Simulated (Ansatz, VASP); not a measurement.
**Two plane-wave programs on LaCuTe2**

```
CELL_PARAMETERS angstrom
2.23787 1.29204 7.08702
-2.23787 1.29204 7.08702
0.00000 -2.58407 7.08702
ATOMIC_POSITIONS crystal
Cu 0.00000 0.00000 0.00000
La 0.50000 0.50000 0.50000
Te 0.25984 0.25984 0.25984
Te 0.74016 0.74016 0.74016
```

Change from the starting cell: uniaxial_z strain +5.0%.

Alike in both runs: task single point; functional r2SCAN; k mesh 6 × 6 × 6; no spin polarisation.

|  | VASP | Ansatz |
| --- | --- | --- |
| version | VASP 6.6.1 | Ansatz 0.2.0 |
| potentials or method | VASP PAW PBE potentials, release 64 (Cu, La, Te) | plane waves, PAW |
| plane-wave cutoff (eV) | 520 | 500 |
| occupations | gaussian, width 0.01 eV | fixed |
| valence electrons in the cell | 34 | 62 |

```csv
,VASP,Ansatz,Ansatz less VASP
gap on the k mesh at the Fermi level (eV),0.93,0.93,+0.003
pressure (GPa),-2.2,-2.1,+0.06
"traceless stress, the component that is largest in VASP (GPa)",-1.25,-1.25,+0.003
rms of the force components (eV/Å),0.004,0.000,-0.0036
```

VASP's potentials were made for PBE, not for r2SCAN. Atom by atom the forces differ by 0.004 eV/Å (rms over components). VASP's potentials hold 34 valence electrons a cell and Ansatz's 62, so a difference there can come from the potentials and not from the codes.

Spin-orbit coupling is off throughout.
